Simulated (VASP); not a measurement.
# CdSe (F-43m) in VASP: further runs, part 2 of 2

VASP 6.6.1.

## 4. Density of states, LDA

This run uses another cell than the first one, of 28.94 Å³/atom, 0.943 times its volume.

POSCAR reads:

```
CdSe
1.0
    0.0000000000      3.0702711986      3.0702711986
    3.0702711986      0.0000000000      3.0702711986
    3.0702711986      3.0702711986      0.0000000000
Cd Se
1 1
Direct
    0.0000000000      0.0000000000      0.0000000000
    0.2500000000      0.2500000000      0.2500000000
```

INCAR.step1 reads:

```
SYSTEM = CdSe
PREC = Accurate
ENCUT = 520
EDIFF = 1E-6
ISMEAR = -1
SIGMA = 0.03
LREAL = .FALSE.
LASPH = .TRUE.
NELM = 60
ALGO = Normal
ISIF = 2
LWAVE = .FALSE.
LCHARG = .TRUE.
GGA = CA
NBANDS = 16
```

KPOINTS.step1 reads:

```
Automatic mesh
0
G
  8 8 8
  0 0 0
```

INCAR.step2 reads:

```
SYSTEM = CdSe
PREC = Accurate
ENCUT = 520
EDIFF = 1E-6
ISMEAR = -5
SIGMA = 0.03
LREAL = .FALSE.
LASPH = .TRUE.
NELM = 60
ALGO = Normal
ISIF = 2
LWAVE = .FALSE.
LCHARG = .FALSE.
GGA = CA
LORBIT = 11
NBANDS = 16
NEDOS = 2001
ICHARG = 11
```

KPOINTS.step2 reads:

```
Automatic mesh
0
G
  12 12 12
  0 0 0
```

Potentials or basis: VASP PAW LDA potentials, release 64 (Cd, Se).

Started as:

```bash
$ cat potpaw_LDA.64/Cd/POTCAR potpaw_LDA.64/Se/POTCAR > POTCAR
$ cp INCAR.step1 INCAR
$ cp KPOINTS.step1 KPOINTS
$ mpirun -np 1 vasp_std > vasp.out
$ cp INCAR.step2 INCAR
$ cp KPOINTS.step2 KPOINTS
$ mpirun -np 1 vasp_std > vasp.out
```

OUTCAR:

```text
SYSTEM = CdSe
   PREC = Accurate
   ENCUT = 520
   EDIFF = 1E-6
   ISMEAR = -5
   LREAL = .FALSE.
   LASPH = .TRUE.
   NELM = 60
   ISIF = 2
   GGA = CA
   LORBIT = 11
   ICHARG = 11

 ion  position               nearest neighbor table
   1  0.000  0.000  0.000-   2 2.66   2 2.66   2 2.66   2 2.66
   2  0.250  0.250  0.250-   1 2.66   1 2.66   1 2.66   1 2.66

  LATTYP: Found a face centered cubic cell.
 ALAT       =     6.1405423972

  Lattice vectors:

 A1 = (   0.0000000000,   3.0702711986,   3.0702711986)
 A2 = (   3.0702711986,   0.0000000000,   3.0702711986)
 A3 = (   3.0702711986,   3.0702711986,   0.0000000000)

Analysis of symmetry for initial positions (statically):
=====================================================================
 Subroutine PRICEL returns:
 Original cell was already a primitive cell.

 Routine SETGRP: Setting up the symmetry group for a
 face centered cubic supercell.

 Subroutine GETGRP returns: Found 24 space group operations
 (whereof 24 operations were pure point group operations)
 out of a pool of 48 trial point group operations.

The static configuration has the point symmetry T_d .

Analysis of symmetry for dynamics (positions and initial velocities):
=====================================================================
 Subroutine PRICEL returns:
 Original cell was already a primitive cell.

 Routine SETGRP: Setting up the symmetry group for a
 face centered cubic supercell.

 Subroutine GETGRP returns: Found 24 space group operations
 (whereof 24 operations were pure point group operations)
 out of a pool of 48 trial point group operations.

The dynamic configuration has the point symmetry T_d .

 Subroutine INISYM returns: Found 24 space group operations
 (whereof 24 operations are pure point group operations),
 and found     1 'primitive' translations

----------------------------------------------------------------------------------------

                                     Primitive cell

  volume of cell :      57.8842

  direct lattice vectors                    reciprocal lattice vectors
     0.000000000  3.070271199  3.070271199    -0.162852063  0.162852063  0.162852063
     3.070271199  0.000000000  3.070271199     0.162852063 -0.162852063  0.162852063
     3.070271199  3.070271199  0.000000000     0.162852063  0.162852063 -0.162852063

  length of vectors
     4.342019169  4.342019169  4.342019169     0.282068048  0.282068048  0.282068048

  position of ions in fractional coordinates (direct lattice)
     0.000000000  0.000000000  0.000000000
     0.250000000  0.250000000  0.250000000

  ion indices of the primitive-cell ions
   primitive index   ion index
                 1           1
                 2           2

----------------------------------------------------------------------------------------

 KPOINTS: Automatic mesh

Automatic generation of k-mesh.
 Grid dimensions read from file:
 generate k-points for:   12   12   12

 Generating k-lattice:

  Cartesian coordinates                     Fractional coordinates (reciprocal lattice)
    -0.013571005  0.013571005  0.013571005     0.083333333  0.000000000  0.000000000
     0.013571005 -0.013571005  0.013571005     0.000000000  0.083333333  0.000000000
     0.013571005  0.013571005 -0.013571005     0.000000000  0.000000000  0.083333333

  Length of vectors
     0.023505671  0.023505671  0.023505671

  Shift w.r.t. Gamma in fractional coordinates (k-lattice)
     0.000000000  0.000000000  0.000000000

 TETIRR: Found    247 inequivalent tetrahedra from    10368

 Subroutine IBZKPT returns following result:
 ===========================================

 Found     72 irreducible k-points:

 Following reciprocal coordinates:
            Coordinates               Weight
  0.000000  0.000000  0.000000      1.000000
  0.083333  0.000000  0.000000      8.000000
  0.166667  0.000000  0.000000      8.000000
  0.250000  0.000000  0.000000      8.000000
  0.333333  0.000000  0.000000      8.000000
  0.416667  0.000000  0.000000      8.000000
[... 16 lines left out ...]
  0.500000  0.166667  0.000000     24.000000
 -0.416667  0.166667  0.000000     24.000000
 [... further k-points ...]
   k-points           NKPTS =     72   k-points in BZ     NKDIM =     72   number of bands    NBANDS=     16
   number of dos      NEDOS =   2001   number of ions     NIONS =      2
   total plane-waves  NPLWV =  32768
   dimension x,y,z NGX =    32 NGY =   32 NGZ =   32
   dimension x,y,z NGXF=    64 NGYF=   64 NGZF=   64
   ions per type =               1   1
   NGX,Y,Z   is equivalent  to a cutoff of  12.25, 12.25, 12.25 a.u.
   NGXF,Y,Z  is equivalent  to a cutoff of  24.50, 24.50, 24.50 a.u.
 SYSTEM =  CdSe
   PREC   = accura    normal or accurate (medium, high low for compatibility)
   ISTART =      0    job   : 0-new  1-cont  2-samecut
   ICHARG =     11    charge: 1-file 2-atom 10-const
   ISPIN  =      1    spin polarized calculation?
   LNONCOLLINEAR =      F non collinear calculations
   LSORBIT =      F    spin-orbit coupling
   LASPH  =      T    aspherical Exc in radial PAW
   ENCUT  =  520.0 eV  38.22 Ry    6.18 a.u.   8.07  8.07  8.07*2*pi/ulx,y,z
   NELM   =     60;   NELMIN=  2; NELMDL=  0     # of ELM steps
   EDIFF  = 0.1E-05   stopping-criterion for ELM
   LREAL  =      F    real-space projection
[... 7 lines left out ...]
   TEBEG  =    0.0;   TEEND  =   0.0 temperature during run
   PSTRESS=    0.0 pullay stress
   NELECT =      18.0000    total number of electrons
   NUPDOWN=      -1.0000    fix difference up-down
   EMIN   =  10.00;   EMAX   =-10.00  energy-range for DOS
   EFERMI =   0.00;   METHOD = LEGACY
   ISMEAR =    -5;   SIGMA  =   0.03  broadening in eV -4-tet -1-fermi 0-gaus
   EFERMI_NEDOS =   21; number of points for ismear=-14 and -15
   IALGO  =     38    algorithm
   IMIX   =      4    mixing-type and parameters
     AMIX     =   0.40;   BMIX     =  1.00
     AMIX_MAG =   1.60;   BMIX_MAG =  1.00
  volume/ion in A,a.u.               =      28.94       195.31
  Fermi-wavevector in a.u.,A,eV,Ry     =   1.109121  2.095935 16.737199  1.230149
  Thomas-Fermi vector in A             =   2.245657
   LORBIT       =     11    0 simple, 1 ext, 2 COOP (PROOUT), +10 PAW based schemes
   GGA     = CA    functional components
   LHFCALC =     F    Hartree Fock is set to
   AEXX    =    0.0000 exact exchange contribution
   IVDW    =     0    specifies the selected vdW correction
   LEPSILON=     F    determine dielectric tensor
   LRPA    =     F    only Hartree local field effects (RPA)
 non-spin polarized calculation
 Fermi weights with tetrahedron method with Bloechl corrections
  energy-cutoff  :      520.00
  volume of cell :       57.88
 maximum number of plane-waves:      1588

 number of electron      18.0000006 magnetization

 Free energy of the ion-electron system (eV)
  ---------------------------------------------------
  ext. energy  EPLUGINS =         0.00000000
  ---------------------------------------------------
  free energy    TOTEN  =        -6.73355383 eV

  energy without entropy =       -6.73355383  energy(sigma->0) =       -6.73355383

 E-fermi :   0.5837     XC(G=0):  -9.1650

 val. band max:        0.5817381695   @ k =   0.0000   0.0000   0.0000
 cond. band min:       0.8869412610   @ k =   0.0000   0.0000   0.0000
 fundamental gap:      0.3052030916
 Fermi energy:         0.5836558539

 k-point     1 :       0.0000    0.0000    0.0000
  band No.  band energies     occupation
      1     -11.9073      2.00000
      2      -7.2745      2.00000
      3      -7.2745      2.00000
      4      -7.2745      2.00000
      5      -6.9224      2.00000
      6      -6.9224      2.00000
[... 8 lines left out ...]
     15      11.6043      0.00000
     16      11.6043      0.00000
[... 419 lines left out ...]
 k-point    24 :      -0.4167    0.1667    0.0000
  band No.  band energies     occupation
      1     -11.5194      2.00000
      2      -7.1667      2.00000
      3      -7.1509      2.00000
      4      -6.9271      2.00000
      5      -6.9083      2.00000
      6      -6.6104      2.00000
[... 8 lines left out ...]
     15      11.5872      0.00000
     16      12.0320      0.00000

 [... further k-points ...]
[... 5 lines left out ...]
  --------------------------------------------------------------------------------------
  -------------------------------------------------------------------------------------
  Total       -1.0511778     -1.0511778     -1.0511778      0.0000000     -0.0000000      0.0000000
  in kB      -29.0955475    -29.0955475    -29.0955475      0.0000000     -0.0000000      0.0000000
  external PRESSURE =     -29.0955475 kB  Pullay stress =       0.0000000 kB

 VOLUME and BASIS-vectors are now :
 -----------------------------------------------------------------------------
  energy-cutoff  :      520.00
  volume of cell :       57.88
      direct lattice vectors                 reciprocal lattice vectors
     0.000000000  3.070271199  3.070271199    -0.162852063  0.162852063  0.162852063
     3.070271199  0.000000000  3.070271199     0.162852063 -0.162852063  0.162852063
     3.070271199  3.070271199  0.000000000     0.162852063  0.162852063 -0.162852063

 POSITION                                       TOTAL-FORCE (eV/Angst)
 -----------------------------------------------------------------------------------
      0.00000      0.00000      0.00000         0.000000     -0.000000      0.000000
      1.53514      1.53514      1.53514        -0.000000      0.000000     -0.000000
 -----------------------------------------------------------------------------------
    total drift:                               -0.000000     -0.000000     -0.000000

  FREE ENERGIE OF THE ION-ELECTRON SYSTEM (eV)
  ---------------------------------------------------
  free  energy   TOTEN  =        -6.7335538306 eV

  energy  without entropy=       -6.7335538306  energy(sigma->0) =       -6.73355383

 total charge

# of ion       s       p       d       tot
------------------------------------------
    1        0.455   0.303   9.542  10.301
    2        1.452   2.358   0.021   3.831
--------------------------------------------------
tot          1.907   2.662   9.563  14.131
```

It took 33 s on 1 thread of Intel Xeon Platinum 8488C (Sapphire Rapids), shared host; peak memory 0.19 GiB.

Results:

```
Valence electrons inside the program's atomic spheres : Cd 10.30; Se 3.83
```
